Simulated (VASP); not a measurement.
# CoMo: single point with LDA

Crystal: CoMo.

```xyz
2
Lattice="2.5017 0.0000 0.0000 -1.2509 2.1666 0.0000 0.0000 0.0000 3.8837" Properties=species:S:1:pos:R:3 pbc="T T T"
Co    1.2509    0.7222    1.9419
Mo    0.0000    1.4444    0.0000
```

This cell differs from its parent crystal: volume scaled by 0.8.

| Item | Value |
| --- | --- |
| Program | VASP 6.6.1 |
| Task | single point |
| Functional | LDA |
| Potentials or basis | VASP PAW LDA potentials, release 64 (Co, Mo_sv) |
| Cutoff | 520 eV |
| k mesh | 14 × 14 × 8 |
| Occupations | fermi-dirac, width 0.05 eV |
| Spin | no spin polarisation |
| Dipole correction | no |
| Further INCAR settings | ALGO = Normal; EDIFF = 1e-06; NBANDS = 18 |

```yaml
Pressure: 69.1 GPa
```

Stress tensor (GPa, compression positive):
```
68.31  0.00  0.00
 0.00 68.31  0.00
 0.00  0.00 70.68
```

Levels at points of the mesh, in eV from the Fermi level:
```
           k point  band 8  band 9  band 10  band 11  band 12  band 13  band 14  band 15  band 16  band 17
(0.00, 0.00, 0.00)   -2.02   -1.77    -1.37    -1.37    -0.86    -0.86     2.22     3.73     3.73    13.36
(0.50, 0.00, 0.00)   -2.59   -1.77    -1.52    -1.07     0.16     3.55     4.06     6.58     9.48    11.84
(0.00, 0.00, 0.50)   -2.27   -2.27    -2.18    -2.18    -2.07     0.47     0.47     3.70     3.70    14.15
(0.50, 0.00, 0.50)   -3.58   -1.42    -0.31     0.09     1.36     2.67     2.76     5.80     6.60    11.15
```

Wall time 37 s on 1 thread of Intel Xeon 6975P-C, on a shared host, peak memory 0.16 GiB.

 Spin polarisation is off, so any magnetic state and its effect on volume and gap are missing.
